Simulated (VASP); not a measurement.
Set up this calculation in VASP 6.6.1, as the native input.

- Task: single point
- Functional: PBEsol
- Potentials or basis: VASP PAW PBE potentials, release 64 (K_sv)
- Cutoff: 520 eV
- k mesh: 14 × 14 × 14
- Occupations: gaussian, width 0.15 eV
- Spin: no spin polarisation
- Dipole correction: no
- Further INCAR settings: ALGO = Fast; EDIFF = 1e-06; NBANDS = 10

The structure of K lies in POSCAR:

```
K
1.0
   -2.5394600000      2.5394600000      2.6965400000
    2.5394600000     -2.5394600000      2.6965400000
    2.5394600000      2.5394600000     -2.6965400000
K
1
Direct
    0.0000000000      0.0000000000      0.0000000000
```

This cell differs from its parent crystal: strain -0.030 along x and y, +0.030 along z.

One way to write it, as run:

INCAR

```
  PREC = Accurate
  ENCUT = 520
  EDIFF = 1E-6
  ISMEAR = 0
  SIGMA = 0.15
  LREAL = False
  LASPH = True
  NELM = 60
  ALGO = Fast
  ISIF = 2
  LWAVE = False
  LCHARG = False
  GGA = PS
  NBANDS = 10
```

KPOINTS

```
regular mesh
0
Gamma
  14 14 14
```

Potentials or basis: VASP PAW PBE potentials, release 64 (K_sv).

Command:

```sh
$ cat potpaw_PBE.64/K_sv/POTCAR > POTCAR
$ mpirun -np 1 vasp_std > vasp.out
```

It gave:

| Item | Value |
| --- | --- |
| Pressure | 0.1 GPa |

Caveat: the cell differs from its parent crystal (strain -0.030 along x and y, +0.030 along z); the PAW data sets were made with another functional, which shifts forces and pressure a little.

Wall time 2.7 min on 1 thread of Intel(R) Xeon(R) Platinum 8259CL CPU @ 2.50GHz (Skylake/Cascade Lake), with other jobs on the host, peak memory 0.31 GiB.
